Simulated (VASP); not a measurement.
Input of a VASP 6.6.1 run:

The input INCAR:

```
SYSTEM = SrTiO3
PREC = Accurate
ENCUT = 600
EDIFF = 1E-7
ISMEAR = 0
SIGMA = 0.02
LREAL = .False.
LASPH = .True.
NELM = 100
ALGO = Normal
ISIF = 4
LWAVE = .False.
LCHARG = .False.
GGA = PS
IBRION = 2
NSW = 50
EDIFFG = -0.01
```

Contents of KPOINTS:

```
Automatic mesh
0
Gamma
  8 8 8
  0 0 0
```

The input POSCAR:

```
SrTiO3
1.0
   -2.6852609880      2.6852609880      3.8311008772
    2.6852609880     -2.6852609880      3.8311008772
    2.6852609880      2.6852609880     -3.8311008772
Sr Ti O
2 2 6
Direct
    0.7500000000      0.2500000000      0.5000000000
    0.2500000000      0.7500000000      0.5000000000
    0.0000000000      0.0000000000      0.0000000000
    0.5000000000      0.5000000000      0.0000000000
    0.2500000000      0.2500000000      0.0000000000
    0.7500000000      0.7500000000      0.0000000000
    0.7215197546      0.2215197546      0.9430395092
    0.2215197546      0.2784802454      0.5000000000
    0.2784802454      0.7784802454      0.0569604908
    0.7784802454      0.7215197546      0.5000000000
```

Potentials or basis: VASP PAW PBE potentials, release 64 (Sr_sv, Ti_sv, O).

The run is started by

```sh
$ cat potpaw_PBE.64/Sr_sv/POTCAR potpaw_PBE.64/Ti_sv/POTCAR potpaw_PBE.64/O/POTCAR > POTCAR
$ mpirun -np 1 vasp_std > vasp.out
```

(1) Estimate the band gap on the k mesh.

Answers

(1) 2.11 eV (least direct gap 2.13 eV).
